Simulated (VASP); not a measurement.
Crystal: Ir.

```
Ir
1.0
     0.00000    1.90915    1.90915
     1.90915    0.00000    1.90915
     1.90915    1.90915    0.00000
Ir
1
Direct
  0.00000 0.00000 0.00000
```

This cell differs from its parent crystal: volume scaled by 0.980.

Base run:

| Property | Result |
| --- | --- |
| Program | VASP 6.6.1 |
| Functional | r2SCAN |
| Potentials or basis | VASP PAW PBE potentials, release 64 (Ir_sv_GW) |
| Cutoff | 550 eV |
| k mesh | 20 × 20 × 20 |
| Occupations | gaussian, width 0.05 eV |
| Spin | no spin polarisation |

Its results: pressure 5.7 GPa.

Task: The run is repeated on the same cell with these changes: potentials or basis from VASP PAW PBE potentials, release 64 (Ir_sv_GW) to VASP PAW PBE potentials, release 64 (Ir); cutoff from 550 eV to 520 eV; further incar settings from ALGO = Normal; EDIFF = 1e-06; NBANDS = 14 to ALGO = Normal; EDIFF = 1e-06; NBANDS = 10; valence electrons from 17 to 9. What comes out?

Result: Pressure 10.7 GPa.

Caveats: the PAW data sets were made with another functional, which shifts forces and pressure a little.
